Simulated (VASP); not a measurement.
Br: single point with LDA

Crystal: Br.

```
Br
1.0
     3.32809   -1.95172    0.00000
     3.32809    1.95172    0.00000
     0.00000    0.00000    8.47323
Br
4
Direct
  0.84067 0.15933 0.12092
  0.65933 0.34067 0.62092
  0.15933 0.84067 0.87908
  0.34067 0.65933 0.37908
```

```json
{
  "Program": "VASP 6.6.1",
  "Task": "single point",
  "Functional": "LDA",
  "Potentials or basis": "VASP PAW LDA potentials, release 64 (Br)",
  "Cutoff": "520 eV",
  "k mesh": "9 × 9 × 4",
  "Occupations": "fermi-dirac, width 0.3 eV",
  "Spin": "no spin polarisation"
}
```

| Quantity | Value |
| --- | --- |
| Pressure | 0.5 GPa |
| Largest force | 0.174 eV/Å |
| Band gap on the k mesh | 1.04 eV (least direct gap 1.22 eV) |

Forces on the atoms (eV/Å):
```
Br   0.000  0.115  0.131
Br   0.000 -0.115  0.131
Br   0.000 -0.115 -0.131
Br   0.000  0.115 -0.131
```

Stress tensor (GPa, compression positive):
```
-0.10  0.00  0.00
 0.00  0.51  0.00
 0.00  0.00  1.22
```

Levels at points of the mesh, in eV from the valence-band top:
| k point | band 12 | band 13 | band 14 | band 15 | band 16 | band 17 |
| --- | --- | --- | --- | --- | --- | --- |
| (0.00, 0.00, 0.00) | -0.85 | -0.54 | 0.00 | 1.22 | 2.32 | 5.66 |
| (0.00, 0.00, 0.50) | -1.11 | -0.22 | -0.22 | 1.46 | 1.46 | 6.29 |

Run time: 3 min on 1 thread of Oxide Virtual Turin-like Processor, on a shared host, peak memory 0.24 GiB.

Caveat: so wide a smearing shifts energies and pressures. A k mesh can miss the band edges.
